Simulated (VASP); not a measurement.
Wanted: the native input for a VASP 6.6.1 run.

* Task: single point
* Functional: PBE
* Potentials or basis: VASP PAW PBE potentials, release 64 (Si)
* Cutoff: 520 eV
* k mesh: 8 × 8 × 8
* Occupations: gaussian, width 0.02 eV
* Spin: no spin polarisation
* Dipole correction: no
* Further INCAR settings: ALGO = Normal; EDIFF = 1e-07; NBANDS = 11

The structure of Si lies in POSCAR:

```
Si
1.0
    0.0000000000      2.7350468821      2.7350468821
    2.7350468821      0.0000000000      2.7350468821
    2.7350468821      2.7350468821      0.0000000000
Si
2
Direct
    0.7500000000      0.7500000000      0.7500000000
    0.5000000000      0.5000000000      0.5000000000
```

One way to write it, as run:

INCAR

```
SYSTEM = Si
ALGO = Normal
EDIFF = 1E-7
ENCUT = 520
GGA = PE
ISIF = 2
ISMEAR = 0
LASPH = .TRUE.
LCHARG = .FALSE.
LREAL = .FALSE.
LWAVE = .FALSE.
NBANDS = 11
NELM = 80
PREC = Accurate
SIGMA = 0.02
```

KPOINTS

```
k-points
0
G
  8 8 8
  0 0 0
```

Potentials or basis: VASP PAW PBE potentials, release 64 (Si).

Command:

```sh
$ cat potpaw_PBE.64/Si/POTCAR > POTCAR
$ mpirun -np 1 vasp_std > vasp.out
```

Results of the run:

| Property | Result |
| --- | --- |
| Pressure | -0.1 GPa |
| Band gap on the k mesh | 0.65 eV, indirect (least direct gap 2.56 eV) |

Wall time 5.6 s on 1 thread of AMD EPYC 9R45 (Zen 5), with other jobs on the host, peak memory 0.13 GiB.
